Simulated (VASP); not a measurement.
A run of VASP 6.6.1 is set up as follows.

File INCAR:

```
ALGO = Normal
EDIFF = 1E-6
ENCUT = 520
GGA = PE
ISIF = 2
ISMEAR = -1
IVDW = 12
LASPH = T
LCHARG = F
LREAL = F
LWAVE = F
NBANDS = 12
NELM = 60
PREC = Accurate
SIGMA = 0.05
```

The input KPOINTS:

```
k-points
0
Gamma
  11 11 11
```

POSCAR

```
Ag
1.0
    0.0000000000      2.0427500000      2.0427500000
    2.0427500000      0.0000000000      2.0427500000
    2.0427500000      2.0427500000      0.0000000000
Ag
1
Direct
    0.0000000000      0.0000000000      0.0000000000
```

Potentials or basis: VASP PAW PBE potentials, release 64 (Ag).

Run with:

```sh
$ cat potpaw_PBE.64/Ag/POTCAR > POTCAR
$ mpirun -np 1 vasp_std > vasp.out
```

Q: What does it give for the pressure?

A: -1.5 GPa.

Q: Predict the dispersion energy per atom.

A: -0.589 eV.

Caveat: three body term missing; pairwise dispersion overbinds metals, which lowers pressure and volume.
